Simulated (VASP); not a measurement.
Write the native input for VASP 6.6.1 that does the following.

* Task: molecular dynamics
* Functional: PBE
* Potentials or basis: VASP PAW PBE potentials, release 64 (Co, Y_sv)
* Cutoff: 350 eV
* k mesh: 1 × 1 × 1, shifted
* Occupations: fermi-dirac, width 0.05 eV
* Spin: no spin polarisation
* Dipole correction: no

The structure of YCo7 lies in POSCAR:

```
YCo7
1.0
    5.9570290000      0.0398770000     -0.0998240000
    0.0398770000      5.9506870000      0.0454170000
   -0.0998240000      0.0454170000      6.2807300000
Co Y
14 2
Direct
    0.7939931008      0.1395469981      0.5347613895
    0.7410990212      0.4146129489      0.8744829102
    0.9494175895      0.8653286260      0.2974494942
    0.4117567173      0.6463461346      0.8133113323
    0.6858720994      0.6537308219      0.5502240257
    0.4246577841      0.3945424209      0.5554697870
    0.3010905464      0.7600511293      0.4905373646
    0.6054116684      0.5405192792      0.1957801891
    0.9815903940      0.2235414179      0.1890182814
    0.1138761383      0.3542220867      0.8031711118
    0.0254795735      0.4914793085      0.4747112271
    0.5008831559      0.9930510813      0.6698411488
    0.1470165477      0.1350296095      0.5181290669
    0.2079413015      0.5557114197      0.1231323509
    0.4909098535      0.0570796423      0.1876656608
    0.9791592178      0.8496251796      0.8537813805
```

These files were run (other wordings do the same):

INCAR

```
SYSTEM = YCo7
PREC = Normal
ENCUT = 350
EDIFF = 1E-5
ISMEAR = -1
SIGMA = 0.05
LREAL = Auto
LASPH = .True.
NELM = 120
ALGO = Normal
ISIF = 2
LWAVE = .False.
LCHARG = .True.
GGA = PE
NBANDS = 88
ISYM = -1
IBRION = 0
NSW = 40
POTIM = 3.0
TEBEG = 300.0
TEEND = 300.0
NELMIN = 4
RANDOM_SEED = 28313 0 0
MDALGO = 3
LANGEVIN_GAMMA = 30 30
GGA_COMPAT = .False.
MAXMIX = 40
```

KPOINTS

```
explicit points
1
Reciprocal
  0.25000000   0.25000000   0.25000000 1
```

Potentials or basis: VASP PAW PBE potentials, release 64 (Co, Y_sv).

Run with:

```console
$ cat potpaw_PBE.64/Co/POTCAR potpaw_PBE.64/Y_sv/POTCAR > POTCAR
$ mpirun -np 1 vasp_std > vasp.out
```

Wall time 16 min on 1 thread of Intel(R) Xeon(R) Platinum 8259CL CPU @ 2.50GHz (Skylake/Cascade Lake), with other jobs on the host, peak memory 0.19 GiB.
